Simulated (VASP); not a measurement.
The system is BN.

```
B N
1.0
     0.00000    1.80750    1.80750
     1.80750    0.00000    1.80750
     1.80750    1.80750    0.00000
B N
1 1
Direct
  0.00000 0.00000 0.00000
  0.75000 0.75000 0.75000
```

Base run:

| Quantity | Value |
| --- | --- |
| Program | VASP 6.6.1 |
| Functional | PBE |
| Potentials or basis | VASP PAW PBE potentials, release 64 (B, N) |
| Cutoff | 520 eV |
| k mesh | 13 × 13 × 13 |
| Occupations | fermi-dirac, width 0.03 eV |
| Spin | no spin polarisation |

Its results: band gap on the k mesh 4.53 eV, indirect (least direct gap 8.82 eV); pressure 3.3 GPa.

Q: After a change of settings the same cell gave: band gap on the k mesh 5.05 eV, indirect (least direct gap 9.53 eV); pressure -0.6 GPa. Which change was it?
A. functional from PBE to LDA; potentials or basis from VASP PAW PBE potentials, release 64 (B, N) to VASP PAW LDA potentials, release 64 (B, N)
B. functional from PBE to r2SCAN
C. further incar settings from ALGO = Normal; EDIFF = 1e-08; NBANDS = 11 to ALGO = Normal; EDIFF = 1e-06; NBANDS = 11

A: B.

r2SCAN gives the wider gap, since meta-GGAs in the generalised Kohn-Sham scheme recover part of the derivative discontinuity.

Caveats: the PAW data sets were made with another functional, which shifts forces and pressure a little (some runs).
